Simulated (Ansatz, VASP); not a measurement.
TiC in VASP and in Ansatz

Contents of INCAR:

```
SYSTEM = TiC
PREC = Accurate ; ENCUT = 520
EDIFF = 1E-6 ; ISMEAR = -1
SIGMA = 0.03 ; LREAL = .FALSE.
LASPH = .TRUE. ; NELM = 80
ALGO = Normal ; ISIF = 2
LWAVE = .FALSE. ; LCHARG = .FALSE.
GGA = PS ; NBANDS = 15
```

KPOINTS

```
Automatic mesh
0
G
  16 16 16
  0 0 0
```

Contents of POSCAR:

```
TiC
1.0
    0.0000000000      2.1567624877      2.1567624877
    2.1567624877      0.0000000000      2.1567624877
    2.1567624877      2.1567624877      0.0000000000
Ti C
1 1
Direct
    0.0000000000      0.0000000000      0.0000000000
    0.5000000000      0.5000000000      0.5000000000
```

Input for Ansatz:

```yaml
crystal:
  lattice:
    - [0.0, 2.1567624877, 2.1567624877]
    - [2.1567624877, 0.0, 2.1567624877]
    - [2.1567624877, 2.1567624877, 0.0]
  atoms:
    - { symbol: Ti, position: [0.0, 0.0, 0.0] }
    - { symbol: C, position: [0.5, 0.5, 0.5] }
kpoints:
  mp_grid: { grid: [16, 16, 16] }
  band_path:
    path:
      - [0.0, 0.0, 0.0]
      - [0.5, 0.0, 0.5]
      - [0.625, 0.25, 0.625]
      - [0.375, 0.375, 0.75]
      - [0.0, 0.0, 0.0]
      - [0.5, 0.5, 0.5]
      - [0.5, 0.25, 0.75]
      - [0.5, 0.0, 0.5]
    npoints: 5
scf:
  occupations: { method: fermi_dirac, width: 0.03 }
hamiltonian:
  xc: pbesol
  pseudopotentials: { kind: all_electron, lapw: { basis_error: 0.001 } }
output:
  forces: true
  stress: true
  eigenvalues: true
```

Change from the starting cell: volume scaled by 0.99.

Alike in both runs: task single point; functional PBEsol; k mesh 16 × 16 × 16; occupations fermi-dirac, width 0.03 eV; no spin polarisation.

|  | VASP | Ansatz |
| --- | --- | --- |
| version | VASP 6.6.1 | Ansatz 0.2.0 |
| potentials or method | VASP PAW PBE potentials, release 64 (Ti_sv, C), cutoff 520 eV | all-electron LAPW, scalar-relativistic |

Ansatz gave:

```
pressure (GPa) : -3.7
```

Problem. What did VASP give for the same quantities?

Solution. Pressure (GPa): -3.4.

VASP's potentials were made for PBE, not for PBEsol. Ansatz ran all-electron here, and VASP with PAW potentials.
